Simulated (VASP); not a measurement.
# FeNi3 in VASP: single point with PBE

Aim: the single point of FeNi3 with PBE.

Program: VASP 6.6.1. These are calculated values, not measurements. Logs are shortened: lines on timing, memory, paths and dates and some standing lists are left out, and cuts for length are marked.

## 1. The cell of the first run

The typed cell holds 8 atoms: a = 4.337 Å, b = 4.337 Å, c = 5.009 Å, α = 89.98°, β = 89.98°, γ = 109.33°.

## 2. Single point, PBE, collinear spin, ferromagnetic start

The input, INCAR:

```
PREC = Accurate
ENCUT = 520
EDIFF = 1E-7
ISMEAR = 0
SIGMA = 0.2
LREAL = F
LASPH = T
NELM = 150
ALGO = Normal
ISIF = 2
LWAVE = F
LCHARG = F
ISPIN = 2
MAGMOM = 3.12 3.12 0.69 0.69 0.72 0.72 0.72 0.72
LORBIT = 11
LMAXMIX = 4
GGA = PE
NBANDS = 52
KPAR = 4
```

The input, KPOINTS:

```
Automatic mesh
0
Gamma
  6 6 4
```

The input, POSCAR:

```
FeNi3
1.0
    1.7733221642     -1.7741806367     -3.5382651460
    1.7730147770     -1.7743825768      3.5380906900
   -3.5407947235     -3.5431672971      0.0000548594
Fe Ni
2 6
Direct
    0.5001081681      0.4999044890      0.4999880547
   -0.0001386142      0.0000266748     -0.0000178115
    0.9999442206      1.0000347895      0.5000413634
    0.5000701007      0.4999685771      0.0000063375
    0.4999050713      0.9999919885      0.7499724978
    1.0000816033      0.5000599806      0.2499987475
    1.0000823957      0.5000603548      0.7499972321
    0.4999470545      0.9999531457      0.2500135787
```

Potentials or basis: VASP PAW PBE potentials, release 64 (Fe, Ni).

Started as:

```sh
$ cat potpaw_PBE.64/Fe/POTCAR potpaw_PBE.64/Ni/POTCAR > POTCAR
$ mpirun -np 4 vasp_std > vasp.out
```

OUTCAR:

```text
PREC = Accurate
   ENCUT = 520
   EDIFF = 1E-7
   ISMEAR = 0
   LREAL = F
   LASPH = T
   NELM = 150
   ISIF = 2
   ISPIN = 2
   LORBIT = 11
   GGA = PE

 ion  position               nearest neighbor table
   1  0.500  0.500  0.500-   5 2.50   6 2.50   8 2.50   8 2.50   7 2.50   7 2.50   4 2.50   4 2.50
                             6 2.50   5 2.51   3 2.51   3 2.51
   2  1.000  0.000  1.000-   7 2.50   8 2.50   6 2.50   5 2.50   3 2.50   5 2.50   6 2.50   7 2.50
                             3 2.50   8 2.51   4 2.51   4 2.51
   3  1.000  0.000  0.500-   7 2.50   6 2.50   5 2.50   8 2.50   2 2.50   5 2.50   7 2.50   8 2.50
                             6 2.50   2 2.50   1 2.51   1 2.51
   4  0.500  0.500  0.000-   8 2.50   7 2.50   6 2.50   5 2.50   5 2.50   1 2.50   6 2.50   1 2.50
                             7 2.50   8 2.50   2 2.51   2 2.51
   5  0.500  1.000  0.750-   1 2.50   3 2.50   4 2.50   2 2.50   3 2.50   8 2.50   2 2.50   4 2.50
                             8 2.50   1 2.51   7 2.51   7 2.51
   6  0.000  0.500  0.250-   1 2.50   3 2.50   2 2.50   4 2.50   4 2.50   2 2.50   7 2.50   7 2.50
                             3 2.50   1 2.50   8 2.51   8 2.51
   7  0.000  0.500  0.750-   2 2.50   3 2.50   4 2.50   1 2.50   1 2.50   3 2.50   6 2.50   6 2.50
                             4 2.50   2 2.50   5 2.51   5 2.51
   8  0.500  1.000  0.250-   2 2.50   4 2.50   1 2.50   3 2.50   1 2.50   5 2.50   3 2.50   4 2.50
                             5 2.50   2 2.51   6 2.51   6 2.51

  LATTYP: Found a base centered monoclinic cell.
 ALAT       =    18.0853512679
 B/A-ratio  =     0.3912755545
 C/A-ratio  =     0.6202518625
 COS(beta)  =    -0.9922982994

  Lattice vectors:

 A1 = (  -1.7785569947,   8.8661130874,  -3.5379710934)
 A2 = (  -1.7788643819,   8.8659111473,   3.5383847426)
 A3 = (   3.5518791589, -10.6402937241,  -0.0002940526)

Analysis of symmetry for initial positions (statically):
=====================================================================
 Subroutine PRICEL returns:
 Original cell was already a primitive cell.

 Routine SETGRP: Setting up the symmetry group for a
 base centered monoclinic supercell.

 Subroutine GETGRP returns: Found  1 space group operations
 (whereof  1 operations were pure point group operations)
 out of a pool of  4 trial point group operations.

The static configuration has the point symmetry C_1 .

Analysis of symmetry for dynamics (positions and initial velocities):
=====================================================================
 Subroutine PRICEL returns:
 Original cell was already a primitive cell.

 Routine SETGRP: Setting up the symmetry group for a
 base centered monoclinic supercell.

 Subroutine GETGRP returns: Found  1 space group operations
 (whereof  1 operations were pure point group operations)
 out of a pool of  4 trial point group operations.

The dynamic configuration has the point symmetry C_1 .

Analysis of structural, dynamic, and magnetic symmetry:
=====================================================================
 Subroutine PRICEL returns:
 Original cell was already a primitive cell.

 Routine SETGRP: Setting up the symmetry group for a
 base centered monoclinic supercell.

 Subroutine GETGRP returns: Found  1 space group operations
 (whereof  1 operations were pure point group operations)
 out of a pool of  4 trial point group operations.

The overall configuration has the point symmetry C_1 .

 Subroutine INISYM returns: Found  1 space group operations
 (whereof  1 operations are pure point group operations),
 and found     1 'primitive' translations

----------------------------------------------------------------------------------------

                                     Primitive cell

  volume of cell :      88.9144

  direct lattice vectors                    reciprocal lattice vectors
     1.773322164 -1.774180637 -3.538265146     0.140988961 -0.140896740 -0.141313571
     1.773014777 -1.774382577  3.538090690     0.140998102 -0.140901499  0.141317779
    -3.540794723 -3.543167297  0.000054859    -0.141208252 -0.141119661 -0.000010161

  length of vectors
     4.337246670  4.337061293  5.009117864     0.244334410  0.244344862  0.199635992

  position of ions in fractional coordinates (direct lattice)
     0.500108168  0.499904489  0.499988055
     0.999861386  0.000026675  0.999982188
     0.999944221  0.000034789  0.500041363
     0.500070101  0.499968577  0.000006337
     0.499905071  0.999991988  0.749972498
     0.000081603  0.500059981  0.249998748
     0.000082396  0.500060355  0.749997232
     0.499947054  0.999953146  0.250013579

  ion indices of the primitive-cell ions
   primitive index   ion index
                 1           1
                 2           2
                 3           3
                 4           4
                 5           5
                 6           6
                 7           7
                 8           8

[... 35 lines left out ...]
|                                                                             |
|     Results are often still useful ...                                      |
|                                                                             |
 -----------------------------------------------------------------------------

 Subroutine IBZKPT returns following result:
 ===========================================

 Found     76 irreducible k-points:

 Following reciprocal coordinates:
            Coordinates               Weight
  0.000000  0.000000  0.000000      1.000000
  0.166667  0.000000  0.000000      2.000000
  0.000000 -0.166667 -0.000000      2.000000
  0.333333  0.000000  0.000000      2.000000
  0.000000 -0.333333 -0.000000      2.000000
  0.500000 -0.000000  0.000000      1.000000
[... 16 lines left out ...]
 -0.000000 -0.166667 -0.250000      2.000000
  0.333333 -0.000000  0.250000      2.000000
 [... further k-points ...]
   k-points           NKPTS =     76   k-points in BZ     NKDIM =     76   number of bands    NBANDS=     52
   number of dos      NEDOS =    301   number of ions     NIONS =      8
   total plane-waves  NPLWV =  40960
   dimension x,y,z NGX =    32 NGY =   32 NGZ =   40
   dimension x,y,z NGXF=    64 NGYF=   64 NGZF=   80
   ions per type =               2   6
   NGX,Y,Z   is equivalent  to a cutoff of  12.27, 12.27, 13.28 a.u.
   NGXF,Y,Z  is equivalent  to a cutoff of  24.53, 24.53, 26.55 a.u.
 SYSTEM =  unknown system
   PREC   = accura    normal or accurate (medium, high low for compatibility)
   ISTART =      0    job   : 0-new  1-cont  2-samecut
   ICHARG =      2    charge: 1-file 2-atom 10-const
   ISPIN  =      2    spin polarized calculation?
   LNONCOLLINEAR =      F non collinear calculations
   LSORBIT =      F    spin-orbit coupling
   LASPH  =      T    aspherical Exc in radial PAW
   ENCUT  =  520.0 eV  38.22 Ry    6.18 a.u.   8.06  8.06  9.31*2*pi/ulx,y,z
   NELM   =    150;   NELMIN=  2; NELMDL= -5     # of ELM steps
   EDIFF  = 0.1E-06   stopping-criterion for ELM
   LREAL  =      F    real-space projection
   EDIFFG = 0.1E-05   stopping-criterion for IOM
   NSW    =      0    number of steps for IOM
   IBRION =     -1    ionic relax: 0-MD 1-quasi-New 2-CG
   NFREE  =      0    steps in history (QN), initial steepest desc. (CG)
   ISIF   =      2    stress and relaxation
   ISYM   =      2    0-nonsym 1-usesym 2-fastsym
   POTIM  = 0.5000    time-step for ionic-motion
   TEBEG  =    0.0;   TEEND  =   0.0 temperature during run
   PSTRESS=    0.0 pullay stress
   NELECT =      76.0000    total number of electrons
   NUPDOWN=      -1.0000    fix difference up-down
   EMIN   =  10.00;   EMAX   =-10.00  energy-range for DOS
   EFERMI =   0.00;   METHOD = LEGACY
   ISMEAR =     0;   SIGMA  =   0.20  broadening in eV -4-tet -1-fermi 0-gaus
   EFERMI_NEDOS =   21; number of points for ismear=-14 and -15
   IALGO  =     38    algorithm
   IMIX   =      4    mixing-type and parameters
     AMIX     =   0.40;   BMIX     =  1.00
     AMIX_MAG =   1.60;   BMIX_MAG =  1.00
  volume/ion in A,a.u.               =      11.11        75.00
  Fermi-wavevector in a.u.,A,eV,Ry     =   1.553658  2.935987 32.842450  2.413852
  Thomas-Fermi vector in A             =   2.657857
   LORBIT       =     11    0 simple, 1 ext, 2 COOP (PROOUT), +10 PAW based schemes
   GGA     = PE    functional components
   LHFCALC =     F    Hartree Fock is set to
   AEXX    =    0.0000 exact exchange contribution
   IVDW    =     0    specifies the selected vdW correction
   LEPSILON=     F    determine dielectric tensor
   LRPA    =     F    only Hartree local field effects (RPA)
 spin polarized calculation
 Gauss-broadening in eV      SIGMA  =   0.20
  energy-cutoff  :      520.00
  volume of cell :       88.91
 maximum number of plane-waves:      2419
   NGX = 17   NGY = 17   NGZ = 19

 number of electron      76.0000000 magnetization      10.5000000

 number of electron      76.0000000 magnetization       9.1934685

 Free energy of the ion-electron system (eV)
  ---------------------------------------------------
  ext. energy  EPLUGINS =         0.00000000
  ---------------------------------------------------
  free energy    TOTEN  =       -49.98537097 eV

  energy without entropy =      -49.83546601  energy(sigma->0) =      -49.91041849

 E-fermi :   8.4681     XC(G=0): -13.1542

 val. band max:        8.4658148953   @ k =   0.5000   0.5000   0.2500
 cond. band min:       8.4688041013   @ k =   0.5000   0.5000   0.0000
 fundamental gap:      0.0029892060
 Fermi energy:         8.4681432746

 spin component 1

 k-point     1 :       0.0000    0.0000    0.0000
  band No.  band energies     occupation
      1      -0.4770      1.00000
      2       3.4011      1.00000
      3       3.4821      1.00000
      4       3.5183      1.00000
      5       4.0373      1.00000
      6       4.1312      1.00000
[... 1261 lines left out ...]
     49      15.2563      0.00000
     50      15.2743      0.00000

 [... further k-points ...]

 spin component 2

 k-point     1 :       0.0000    0.0000    0.0000
  band No.  band energies     occupation
      1      -0.4472      1.00000
      2       4.1459      1.00000
      3       4.1841      1.00000
      4       4.3523      1.00000
      5       4.4546      1.00000
      6       4.6307      1.00000
[... 1261 lines left out ...]
     49      15.7465      0.00000
     50      15.7586      0.00000

 [... further k-points ...]

 [bands above 50 left out]

------------------------ aborting loop because EDIFF is reached ----------------------------------------

  FORCE on cell =-STRESS in cart. coord.  units (eV):
  Direction    XX          YY          ZZ          XY          YZ          ZX
  --------------------------------------------------------------------------------------
  -------------------------------------------------------------------------------------
  Total       -0.0009401     -0.0417090     -0.0894458      0.0261448      0.0007410      0.0055820
  in kB       -0.0169397     -0.7515673     -1.6117523      0.4711116      0.0133526      0.1005833
  external PRESSURE =      -0.7934198 kB  Pullay stress =       0.0000000 kB

 VOLUME and BASIS-vectors are now :
 -----------------------------------------------------------------------------
  energy-cutoff  :      520.00
  volume of cell :       88.91
      direct lattice vectors                 reciprocal lattice vectors
     1.773322164 -1.774180637 -3.538265146     0.140988961 -0.140896740 -0.141313571
     1.773014777 -1.774382577  3.538090690     0.140998102 -0.140901499  0.141317779
    -3.540794723 -3.543167297  0.000054859    -0.141208252 -0.141119661 -0.000010161

 POSITION                                       TOTAL-FORCE (eV/Angst)
 -----------------------------------------------------------------------------------
      0.00284     -3.54585     -0.00078         0.000089     -0.000651      0.004292
     -1.76761     -5.31709     -3.53763         0.000507     -0.002480     -0.002628
      0.00274     -3.54587     -3.53792         0.001477      0.001418     -0.000605
      1.77321     -1.77437     -0.00045        -0.000216      0.000874      0.001499
      0.00399     -5.31857      1.76931        -0.000806     -0.001520     -0.001486
      0.00156     -1.77323      1.76898        -0.001007      0.001003      0.000334
     -1.76883     -3.54481      1.76901        -0.001186      0.000860     -0.000970
      1.77425     -3.54714      1.76899         0.001142      0.000497     -0.000437
 -----------------------------------------------------------------------------------
    total drift:                               -0.000019      0.000004      0.000003

  FREE ENERGIE OF THE ION-ELECTRON SYSTEM (eV)
  ---------------------------------------------------
  free  energy   TOTEN  =       -49.9853709682 eV

  energy  without entropy=      -49.8354660080  energy(sigma->0) =      -49.91041849

 total charge

# of ion       s       p       d       tot
------------------------------------------
    1        0.470   0.501   6.133   7.104
    2        0.470   0.501   6.133   7.104
    3        0.505   0.501   8.331   9.337
    4        0.505   0.501   8.331   9.337
    5        0.504   0.511   8.322   9.337
    6        0.504   0.511   8.322   9.337
    7        0.504   0.511   8.322   9.337
    8        0.504   0.511   8.322   9.337
--------------------------------------------------
tot          3.964   4.050  62.215  70.229

 magnetization (x)

# of ion       s       p       d       tot
------------------------------------------
    1        0.011  -0.008   2.822   2.826
    2        0.011  -0.008   2.822   2.826
    3       -0.018  -0.034   0.641   0.589
    4       -0.018  -0.034   0.641   0.589
    5       -0.017  -0.047   0.672   0.607
    6       -0.017  -0.047   0.672   0.607
    7       -0.017  -0.047   0.672   0.607
    8       -0.017  -0.047   0.672   0.607
--------------------------------------------------
tot         -0.083  -0.271   9.613   9.258
```

It took 6.6 min on 4 MPI ranks of Intel Xeon Platinum 8259CL at 2.50GHz (Skylake/Cascade Lake), shared host; peak memory 0.57 GiB.

Results:

```
Free energy                                           : -49.9854 eV
Pressure                                              : -0.1 GPa
Largest force                                         : 0.004 eV/Å
Net moment                                            : 9.19 μB per cell
Site moments                                          : Fe +2.83; Ni +0.59, +0.61 (each value once) μB
Valence electrons inside the program's atomic spheres : Fe 7.10; Ni 9.34
```

Forces in eV/Å, atoms in the order of the input:
```
Fe   0.000 -0.001  0.004
Fe   0.001 -0.002 -0.003
Ni   0.001  0.001 -0.001
Ni   0.000  0.001  0.001
Ni  -0.001 -0.002 -0.001
Ni  -0.001  0.001  0.000
Ni  -0.001  0.001 -0.001
Ni   0.001  0.000  0.000
```

Stress tensor (GPa, compression positive):
```
 0.00  0.05  0.01
 0.05 -0.08  0.00
 0.01  0.00 -0.16
```

Levels at points of the mesh, in eV from the Fermi level:
Spin up:
```
           k point  band 39  band 40  band 41  band 42  band 43  band 44  band 45  band 46
(0.00, 0.00, 0.00)    -0.56    -0.48    -0.48    -0.38    -0.31     0.84     0.96     2.43
(0.50, 0.00, 0.00)    -0.64    -0.64    -0.62    -0.61     2.14     2.14     2.21     2.21
(0.00, 0.50, 0.00)    -0.64    -0.64    -0.62    -0.62     2.14     2.14     2.21     2.21
(0.50, 0.50, 0.00)    -0.56    -0.56    -0.48    -0.48    -0.36    -0.29     0.82     0.94
(0.00, 0.00, 0.50)    -0.80    -0.80    -0.73    -0.73     3.26     3.26     3.32     3.32
(0.50, 0.00, 0.50)    -0.81    -0.81    -0.58    -0.58    -0.47    -0.47     3.80     3.80
(0.00, 0.50, 0.50)    -0.81    -0.81    -0.58    -0.58    -0.47    -0.47     3.80     3.80
(0.50, 0.50, 0.50)    -0.75    -0.75    -0.63    -0.63    -0.60    -0.60     1.34     1.34
```
Spin down:
```tsv
k point	band 31	band 32	band 33	band 34	band 35	band 36	band 37	band 38
(0.00, 0.00, 0.00)	-0.36	-0.34	-0.12	0.39	0.63	0.69	0.82	0.86
(0.50, 0.00, 0.00)	-0.59	-0.59	-0.12	-0.12	0.31	0.31	0.70	0.70
(0.00, 0.50, 0.00)	-0.59	-0.59	-0.12	-0.12	0.31	0.31	0.70	0.70
(0.50, 0.50, 0.00)	-0.34	-0.33	-0.11	0.00	0.39	0.64	0.82	1.00
(0.00, 0.00, 0.50)	-0.81	-0.81	0.09	0.09	0.27	0.27	0.48	0.48
(0.50, 0.00, 0.50)	-0.35	-0.35	-0.05	-0.05	0.09	0.09	0.20	0.20
(0.00, 0.50, 0.50)	-0.35	-0.35	-0.05	-0.05	0.09	0.09	0.20	0.20
(0.50, 0.50, 0.50)	-0.12	-0.12	-0.06	-0.06	0.03	0.03	0.85	0.85
```
